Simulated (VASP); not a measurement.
# ZrC (Imm2) in VASP: single point with PBE

Aim: the single point of ZrC with PBE.

Everything below comes from runs of VASP 6.6.1. Logs are shortened: lines on timing, memory, paths and dates and some standing lists are left out, and cuts for length are marked.

### 1 The cell of the first run

Symmetry: Imm2, No. 44, orthorhombic system. The conventional cell has a = 3.254 Å, b = 4.765 Å, c = 3.086 Å, α = 90.00°, β = 90.00°, γ = 90.00°. Zr (site symmetry mm2) has 6 C at 2.17 to 2.38 Å within 2.9 Å. Within 2.9 Å of C (site symmetry mm2) lie 6 Zr at 2.17 to 2.38 Å.

### 2 Single point, PBE (strained and its atoms moved)

INCAR

```
ALGO     = Normal         # electronic algorithm
EDIFF    = 1E-6           # SCF threshold, eV
ENCUT    = 520            # plane-wave cutoff, eV
GGA      = PE             # functional
ISIF     = 2              # what is computed and relaxed
ISMEAR   = 0              # smearing method
LASPH    = True           # aspherical terms in the spheres
LCHARG   = False          # write CHGCAR
LREAL    = False          # projectors in reciprocal space
LWAVE    = False          # write WAVECAR
NBANDS   = 15             # bands
NELM     = 80             # most SCF steps
PREC     = Accurate       # precision mode
SIGMA    = 0.1            # smearing width, eV
```

KPOINTS

```
k-points
0
Gamma
  14 14 14
```

POSCAR

```
ZrC
1.0
    0.0000000000      2.3006910753      2.3006910753
    2.3823138686      0.0593898067      2.2413012686
    2.3823138686      2.2413012686      0.0593898067
Zr C
1 1
Direct
    0.5000000000      0.4819478230      0.5180521770
    0.0000000000      0.0180521770     -0.0180521770
```

Potentials or basis: VASP PAW PBE potentials, release 64 (Zr_sv, C).

On the command line:

```sh
$ cat potpaw_PBE.64/Zr_sv/POTCAR potpaw_PBE.64/C/POTCAR > POTCAR
$ mpirun -np 1 vasp_std > vasp.out
```

OUTCAR:

```text
EDIFF = 1E-6
   ENCUT = 520
   GGA = PE
   ISIF = 2
   ISMEAR = 0
   LASPH = True
   LREAL = False
   NELM = 80
   PREC = Accurate

 ion  position               nearest neighbor table
   1  0.500  0.482  0.518-   2 2.17   2 2.17   2 2.32   2 2.32   2 2.38   2 2.38
   2  0.000  0.018  0.982-   1 2.17   1 2.17   1 2.32   1 2.32   1 2.38   1 2.38

  LATTYP: Found a body centered orthorhombic cell.
 ALAT       =     3.0856887813
 B/A-ratio  =     1.0544383287
 C/A-ratio  =     1.5441050848

  Lattice vectors:

 A1 = (   2.3823138686,   0.0593898067,   2.2413012686)
 A2 = (   2.3823138686,  -0.0593898067,  -2.2413012686)
 A3 = (  -2.3823138686,   2.2413012686,   0.0593898067)

Analysis of symmetry for initial positions (statically):
=====================================================================
 Subroutine PRICEL returns:
 Original cell was already a primitive cell.

 Routine SETGRP: Setting up the symmetry group for a
 body centered orthorhombic supercell.

 Subroutine GETGRP returns: Found  4 space group operations
 (whereof  4 operations were pure point group operations)
 out of a pool of  8 trial point group operations.

The static configuration has the point symmetry C_2v.

Analysis of symmetry for dynamics (positions and initial velocities):
=====================================================================
 Subroutine PRICEL returns:
 Original cell was already a primitive cell.

 Routine SETGRP: Setting up the symmetry group for a
 body centered orthorhombic supercell.

 Subroutine GETGRP returns: Found  4 space group operations
 (whereof  4 operations were pure point group operations)
 out of a pool of  8 trial point group operations.

The dynamic configuration has the point symmetry C_2v.

 Subroutine INISYM returns: Found  4 space group operations
 (whereof  4 operations are pure point group operations),
 and found     1 'primitive' translations

----------------------------------------------------------------------------------------

                                     Primitive cell

  volume of cell :      23.9180

  direct lattice vectors                    reciprocal lattice vectors
     0.000000000  2.300691075  2.300691075    -0.209879985  0.217326005  0.217326005
     2.382313869  0.059389807  2.241301269     0.209879985 -0.229156869  0.229156869
     2.382313869  2.241301269  0.059389807     0.209879985  0.229156869 -0.229156869

  length of vectors
     3.253668522  3.271448898  3.271448898     0.372170382  0.386102771  0.386102771

  position of ions in fractional coordinates (direct lattice)
     0.500000000  0.481947823  0.518052177
     1.000000000  0.018052177  0.981947823

  ion indices of the primitive-cell ions
   primitive index   ion index
                 1           1
                 2           2

----------------------------------------------------------------------------------------

 KPOINTS: k-points

Automatic generation of k-mesh.
 Grid dimensions read from file:
 generate k-points for:   14   14   14

 Generating k-lattice:

  Cartesian coordinates                     Fractional coordinates (reciprocal lattice)
    -0.014991428  0.015523286  0.015523286     0.071428571 -0.000000000 -0.000000000
     0.014991428 -0.016368348  0.016368348     0.000000000  0.071428571 -0.000000000
     0.014991428  0.016368348 -0.016368348     0.000000000  0.000000000  0.071428571

  Length of vectors
     0.026583599  0.027578769  0.027578769

  Shift w.r.t. Gamma in fractional coordinates (k-lattice)
     0.000000000  0.000000000  0.000000000

 Subroutine IBZKPT returns following result:
 ===========================================

 Found    428 irreducible k-points:

 Following reciprocal coordinates:
            Coordinates               Weight
  0.000000  0.000000  0.000000      1.000000
  0.071429 -0.000000 -0.000000      4.000000
  0.142857 -0.000000 -0.000000      4.000000
  0.214286 -0.000000 -0.000000      4.000000
  0.285714 -0.000000 -0.000000      4.000000
  0.357143  0.000000  0.000000      4.000000
[... 16 lines left out ...]
  0.000000  0.142857  0.000000      4.000000
  0.071429  0.142857  0.000000      8.000000
 [... further k-points ...]
   k-points           NKPTS =    428   k-points in BZ     NKDIM =    428   number of bands    NBANDS=     15
   number of dos      NEDOS =    301   number of ions     NIONS =      2
   total plane-waves  NPLWV =  13824
   dimension x,y,z NGX =    24 NGY =   24 NGZ =   24
   dimension x,y,z NGXF=    48 NGYF=   48 NGZF=   48
   ions per type =               1   1
   NGX,Y,Z   is equivalent  to a cutoff of  12.26, 12.20, 12.20 a.u.
   NGXF,Y,Z  is equivalent  to a cutoff of  24.53, 24.39, 24.39 a.u.
 SYSTEM =  unknown system
   PREC   = accura    normal or accurate (medium, high low for compatibility)
   ISTART =      0    job   : 0-new  1-cont  2-samecut
   ICHARG =      2    charge: 1-file 2-atom 10-const
   ISPIN  =      1    spin polarized calculation?
   LNONCOLLINEAR =      F non collinear calculations
   LSORBIT =      F    spin-orbit coupling
   LASPH  =      T    aspherical Exc in radial PAW
   ENCUT  =  520.0 eV  38.22 Ry    6.18 a.u.   6.05  6.08  6.08*2*pi/ulx,y,z
   NELM   =     80;   NELMIN=  2; NELMDL= -5     # of ELM steps
   EDIFF  = 0.1E-05   stopping-criterion for ELM
   LREAL  =      F    real-space projection
   EDIFFG = 0.1E-04   stopping-criterion for IOM
   NSW    =      0    number of steps for IOM
   IBRION =     -1    ionic relax: 0-MD 1-quasi-New 2-CG
   NFREE  =      0    steps in history (QN), initial steepest desc. (CG)
   ISIF   =      2    stress and relaxation
   ISYM   =      2    0-nonsym 1-usesym 2-fastsym
   POTIM  = 0.5000    time-step for ionic-motion
   TEBEG  =    0.0;   TEEND  =   0.0 temperature during run
   PSTRESS=    0.0 pullay stress
   NELECT =      16.0000    total number of electrons
   NUPDOWN=      -1.0000    fix difference up-down
   EMIN   =  10.00;   EMAX   =-10.00  energy-range for DOS
   EFERMI =   0.00;   METHOD = LEGACY
   ISMEAR =     0;   SIGMA  =   0.10  broadening in eV -4-tet -1-fermi 0-gaus
   EFERMI_NEDOS =   21; number of points for ismear=-14 and -15
   IALGO  =     38    algorithm
   IMIX   =      4    mixing-type and parameters
     AMIX     =   0.40;   BMIX     =  1.00
     AMIX_MAG =   1.60;   BMIX_MAG =  1.00
  volume/ion in A,a.u.               =      11.96        80.70
  Fermi-wavevector in a.u.,A,eV,Ry     =   1.431770  2.705654 27.891484  2.049966
  Thomas-Fermi vector in A             =   2.551471
   LORBIT       =      0    0 simple, 1 ext, 2 COOP (PROOUT), +10 PAW based schemes
   GGA     = PE    functional components
   LHFCALC =     F    Hartree Fock is set to
   AEXX    =    0.0000 exact exchange contribution
   IVDW    =     0    specifies the selected vdW correction
   LEPSILON=     F    determine dielectric tensor
   LRPA    =     F    only Hartree local field effects (RPA)
 non-spin polarized calculation
 Gauss-broadening in eV      SIGMA  =   0.10
  energy-cutoff  :      520.00
  volume of cell :       23.92
 maximum number of plane-waves:       664
   NGX = 13   NGY = 13   NGZ = 13

 number of electron      16.0000000 magnetization

 Free energy of the ion-electron system (eV)
  ---------------------------------------------------
  ext. energy  EPLUGINS =         0.00000000
  ---------------------------------------------------
  free energy    TOTEN  =       -19.11182377 eV

  energy without entropy =      -19.11052423  energy(sigma->0) =      -19.11117400

 E-fermi :  10.6191     XC(G=0): -12.5319

 val. band max:       10.6151313581   @ k =   0.5000   0.5000  -0.0000
 cond. band min:      10.6218406474   @ k =   0.3571   0.4286   0.0000
 fundamental gap:      0.0067092893
 Fermi energy:        10.6191165032

 k-point     1 :       0.0000    0.0000    0.0000
  band No.  band energies     occupation
      1     -37.2026      2.00000
      2     -14.8944      2.00000
      3     -14.8816      2.00000
      4     -14.7778      2.00000
      5      -0.9853      2.00000
      6      10.7094      0.20158
      7      10.9981      0.00000
      8      11.2883      0.00000
      9      11.5560      0.00000
     10      12.2070      0.00000
     11      12.6771      0.00000
     12      13.3180      0.00000
     13      14.3619      0.00000
     14      19.1406      0.00000
     15      21.2473      0.00000

 k-point     2 :       0.0714   -0.0000   -0.0000
  band No.  band energies     occupation
      1     -37.1961      2.00000
      2     -14.9511      2.00000
      3     -14.8911      2.00000
      4     -14.7805      2.00000
      5      -0.8530      2.00000
      6      10.1176      2.00000
      7      10.4142      1.99624
      8      11.1784      0.00000
      9      11.9599      0.00000
     10      12.1078      0.00000
     11      12.6393      0.00000
     12      13.9379      0.00000
     13      15.0601      0.00000
     14      19.3583      0.00000
     15      21.5621      0.00000

 k-point     3 :       0.1429   -0.0000   -0.0000
  band No.  band energies     occupation
      1     -37.1778      2.00000
      2     -15.1149      2.00000
      3     -14.9084      2.00000
      4     -14.7886      2.00000
      5      -0.4757      2.00000
      6       9.0876      2.00000
      7       9.5822      2.00000
      8      10.4478      1.98463
      9      12.1531      0.00000
     10      12.6167      0.00000
     11      12.9465      0.00000
     12      15.1737      0.00000
     13      16.3664      0.00000
     14      19.9088      0.00000
     15      22.4260      0.00000
[... 343 lines left out ...]
 k-point    23 :       0.0000    0.1429    0.0000
  band No.  band energies     occupation
      1     -37.1713      2.00000
      2     -15.0634      2.00000
      3     -14.9008      2.00000
      4     -14.8843      2.00000
      5      -0.4577      2.00000
      6       9.3644      2.00000
      7       9.7297      2.00000
      8       9.8278      2.00000
      9      12.1544      0.00000
     10      12.3949      0.00000
     11      13.0245      0.00000
     12      15.2679      0.00000
     13      16.3735      0.00000
     14      20.0878      0.00000
     15      22.7395      0.00000

 k-point    24 :       0.0714    0.1429    0.0000
  band No.  band energies     occupation
      1     -37.1727      2.00000
      2     -15.0218      2.00000
      3     -14.9101      2.00000
      4     -14.9039      2.00000
      5      -0.4788      2.00000
      6       9.2150      2.00000
      7       9.9424      2.00000
      8      10.1873      2.00000
      9      11.5654      0.00000
     10      12.7499      0.00000
     11      13.3395      0.00000
     12      14.4079      0.00000
     13      16.4245      0.00000
     14      20.2836      0.00000
     15      22.6645      0.00000

 [... further k-points ...]

------------------------ aborting loop because EDIFF is reached ----------------------------------------

  FORCE on cell =-STRESS in cart. coord.  units (eV):
  Direction    XX          YY          ZZ          XY          YZ          ZX
  --------------------------------------------------------------------------------------
  -------------------------------------------------------------------------------------
  Total        0.7276620      5.5832687      5.5832687     -0.0000000     -1.1950838      0.0000000
  in kB       48.7434052    374.0026707    374.0026707     -0.0000000    -80.0542749      0.0000000
  external PRESSURE =     265.5829156 kB  Pullay stress =       0.0000000 kB

 VOLUME and BASIS-vectors are now :
 -----------------------------------------------------------------------------
  energy-cutoff  :      520.00
  volume of cell :       23.92
      direct lattice vectors                 reciprocal lattice vectors
     0.000000000  2.300691075  2.300691075    -0.209879985  0.217326005  0.217326005
     2.382313869  0.059389807  2.241301269     0.209879985 -0.229156869  0.229156869
     2.382313869  2.241301269  0.059389807     0.209879985  0.229156869 -0.229156869

 POSITION                                       TOTAL-FORCE (eV/Angst)
 -----------------------------------------------------------------------------------
      2.38231      2.34008      2.26130         0.000000     -0.908015      0.908015
      2.38231      2.20191      0.09878         0.000000      0.908015     -0.908015
 -----------------------------------------------------------------------------------
    total drift:                                0.000000     -0.000116      0.000116

  FREE ENERGIE OF THE ION-ELECTRON SYSTEM (eV)
  ---------------------------------------------------
  free  energy   TOTEN  =       -19.1118237667 eV

  energy  without entropy=      -19.1105242314  energy(sigma->0) =      -19.11117400
```

It took 2 min on 1 thread of AMD EPYC 7R43 (Zen 3), shared host; peak memory 0.23 GiB.

Results:

| Property | Result |
| --- | --- |
| Free energy | -19.1118 eV |
| Pressure | 26.6 GPa |
| Largest force | 1.284 eV/Å |
| Band gap on the k mesh | zero (band 8 reaches 11.29 eV, above the bottom of band 9 at 10.21 eV) |

Forces on the atoms (eV/Å):
```
Zr   0.000 -0.908  0.908
C    0.000  0.908 -0.908
```

Levels at points of the mesh, in eV from the Fermi level:
| k point | band 4 | band 5 | band 6 | band 7 | band 8 | band 9 | band 10 | band 11 | band 12 | band 13 |
| --- | --- | --- | --- | --- | --- | --- | --- | --- | --- | --- |
| (0.00, 0.00, 0.00) | -25.40 | -11.60 | 0.09 | 0.38 | 0.67 | 0.94 | 1.59 | 2.06 | 2.70 | 3.74 |
| (0.50, 0.00, 0.00) | -25.46 | -8.16 | -5.63 | -3.37 | -2.73 | 4.58 | 4.87 | 5.88 | 6.82 | 10.07 |
| (0.00, 0.50, 0.00) | -25.55 | -8.04 | -5.63 | -3.60 | -3.29 | 4.58 | 5.04 | 6.39 | 6.89 | 10.34 |
| (0.50, 0.50, 0.00) | -25.83 | -10.51 | -2.22 | -1.66 | 0.00 | 0.22 | 4.78 | 5.80 | 6.58 | 9.08 |
| (0.00, 0.50, 0.50) | -25.68 | -10.54 | -2.40 | -2.23 | 0.08 | 0.91 | 4.99 | 6.18 | 6.23 | 8.53 |

Caveat: the cell differs from its parent crystal (strained and its atoms moved); forces of over 1 eV/Å act on the atoms, so gaps and moduli don't describe the material at rest.
